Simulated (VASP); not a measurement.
Set up this calculation in VASP 6.6.1, as the native input.

* Task: relaxation of cell and atoms
* Functional: PBE
* Potentials or basis: VASP PAW PBE potentials, release 64 (W_sv, C)
* Cutoff: 600 eV
* k mesh: 20 × 20 × 20
* Occupations: gaussian, width 0.1 eV
* Spin: no spin polarisation
* Dipole correction: no
* Further INCAR settings: ALGO = Normal; EDIFF = 1e-06; IBRION = 2; EDIFFG = -0.01; NSW = 100; ISIF = 3

The structure of WC lies in POSCAR:

```
WC
1.0
    2.7238889881      0.0000000000      0.0000000000
    0.0000000000      2.7238889881      0.0000000000
    0.0000000000      0.0000000000      2.7238889881
W C
1 1
Direct
    0.5000000000      0.5000000000      0.5000000000
    0.0000000000      0.0000000000      0.0000000000
```

The cell was built from a structure type or drawn by symmetry, and may not be a known phase.

One way to write it, as run:

INCAR

```
SYSTEM = WC
PREC = Accurate
ENCUT = 600
EDIFF = 1E-6
ISMEAR = 0
SIGMA = 0.1
LREAL = .FALSE.
LASPH = .TRUE.
NELM = 60
ALGO = Normal
ISIF = 3
LWAVE = .FALSE.
LCHARG = .FALSE.
GGA = PE
IBRION = 2
NSW = 100
EDIFFG = -0.01
```

KPOINTS

```
Automatic mesh
0
G
  20 20 20
  0 0 0
```

Potentials or basis: VASP PAW PBE potentials, release 64 (W_sv, C).

Run with:

```sh
$ cat potpaw_PBE.64/W_sv/POTCAR potpaw_PBE.64/C/POTCAR > POTCAR
$ mpirun -np 1 vasp_std > vasp.out
```

It gave:

- Relaxed volume: 10.16 Å³/atom
- Relaxed cell: a = 2.729 Å, b = 2.729 Å, c = 2.729 Å, α = 90.00°, β = 90.00°, γ = 90.00°
- Space group after relaxing (to 0.1 Å): Pm-3m (No. 221)
- Energy gained by relaxing: 0.4 meV/atom
- Ionic steps: 3
- Pressure after relaxing: 0.0 GPa
- Band gap on the k mesh: zero (bands 9 and 10 overlap by 7.04 eV)

Caveat: spin-orbit coupling is left out, which moves the levels of the heavy elements.

It took 100 s on 1 thread of Intel(R) Xeon(R) Platinum 8259CL CPU @ 2.50GHz (Skylake/Cascade Lake) (shared host), peak memory 0.23 GiB.
